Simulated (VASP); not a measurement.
## BN (Qingsongite): relaxation of cell and atoms with PBE

Crystal: BN (Qingsongite).

```xyz
2
Lattice="0.0000 1.8075 1.8075 1.8075 0.0000 1.8075 1.8075 1.8075 0.0000" Properties=species:S:1:pos:R:3 pbc="T T T"
B     0.0000    0.0000    0.0000
N     0.9038    0.9038    0.9038
```

```yaml
Program: VASP 6.6.1
Task: relaxation of cell and atoms
Functional: PBE
Potentials_or_basis: VASP PAW PBE potentials, release 64 (B, N)
Cutoff: 600 eV
k_mesh: 10 × 10 × 10
Occupations: gaussian, width 0.1 eV
Spin: no spin polarisation
Target_pressure: 162 GPa
Dipole_correction: no
Further_INCAR_settings: ALGO = Normal; EDIFF = 1e-07; IBRION = 2; EDIFFG = -0.05; NSW = 80; ISIF = 3
```

| Item | Value |
| --- | --- |
| Relaxed volume | 4.55 Å³/atom |
| Relaxed cell | a = 2.344 Å, b = 2.344 Å, c = 2.344 Å, α = 60.00°, β = 60.00°, γ = 60.00° |
| Space group after relaxing (to 0.05 Å) | F-43m (No. 216) |
| Energy change on relaxing (the enthalpy is what falls) | +575.8 meV/atom |
| Ionic steps | 5 |
| Pressure after relaxing | 162.5 GPa |
| Band gap on the k mesh | 4.69 eV, indirect (least direct gap 10.06 eV) |

Step by step:
```csv
step,energy change (eV),largest force (eV/Å),pressure (GPa),volume (Å³)
1,0.0000,0.0000,3.01,11.81
2,23.8697,0.0000,2198.48,4.36
3,0.5843,0.0000,103.65,9.80
4,0.8947,0.0000,136.96,9.38
5,1.1517,0.0000,162.54,9.11
```

Final structure:
```
B N
1.0
     0.00000    1.65763    1.65763
     1.65763    0.00000    1.65763
     1.65763    1.65763    0.00000
B N
1 1
Direct
  0.00000 0.00000 0.00000
  0.25000 0.25000 0.25000
```

Levels at points of the mesh, in eV from the valence-band top:
```
           k point  band 1  band 2  band 3  band 4  band 5  band 6  band 7  band 8
(0.00, 0.00, 0.00)  -23.50    0.00    0.00    0.00   10.06   10.06   10.06   14.91
(0.50, 0.00, 0.00)  -17.96  -13.33   -2.49   -2.49   12.12   12.12   13.80   17.92
(0.50, 0.50, 0.00)  -16.21  -10.83   -6.35   -6.35    4.69   10.66   22.27   22.27
```

Wall time 38 s on 1 thread of Intel Xeon 8259CL, with other jobs on the host, peak memory 0.12 GiB.

Caveat: the cell is relaxed towards a set pressure, so the enthalpy falls and the energy may rise; the volume moved by over 15 % at a fixed basis, so the end points are rough. A k mesh can miss the band edges.
